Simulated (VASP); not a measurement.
Write the native input for VASP 6.6.1 that does the following.

```
Task                   : single point
Functional             : PBEsol
Potentials or basis    : VASP PAW PBE potentials, release 64 (Na_pv, I)
Cutoff                 : 500 eV
k mesh                 : 5 × 5 × 5
Occupations            : gaussian, width 0.01 eV
Spin                   : no spin polarisation
Dipole correction      : no
Further INCAR settings : ALGO = Normal; EDIFF = 1e-06; NBANDS = 14
```

The structure of NaI lies in POSCAR:

```
NaI
1.0
    0.0000000000      3.2364000000      3.2364000000
    3.2364000000      0.0000000000      3.2364000000
    3.2364000000      3.2364000000      0.0000000000
Na I
1 1
Direct
    0.0000000000      0.0000000000      0.0000000000
    0.5000000000      0.5000000000      0.5000000000
```

One way to write it, as run:

INCAR

```
  ALGO = Normal
  EDIFF = 1E-6
  ENCUT = 500
  GGA = PS
  GGA_COMPAT = F
  ISIF = 2
  ISMEAR = 0
  LASPH = T
  LCHARG = T
  LELF = T
  LREAL = F
  LVHAR = T
  LWAVE = F
  NBANDS = 14
  NELM = 120
  PREC = Accurate
  SIGMA = 0.01
```

KPOINTS

```
k-points
0
Gamma
  5 5 5
```

Potentials or basis: VASP PAW PBE potentials, release 64 (Na_pv, I).

Command:

```bash
$ cat potpaw_PBE.64/Na_pv/POTCAR potpaw_PBE.64/I/POTCAR > POTCAR
$ mpirun -np 1 vasp_std > vasp.out
```

It gave:

```json
{"Pressure": "-0.5 GPa", "Band gap on the k mesh": "3.51 eV, direct"}
```

Caveat: the PAW data sets were made with another functional, which shifts forces and pressure a little; spin-orbit coupling is left out, which moves the levels of the heavy elements.

Wall time 9.1 s on 1 thread of Intel(R) Xeon(R) Platinum 8488C (Sapphire Rapids), on a shared host, peak memory 0.2 GiB.
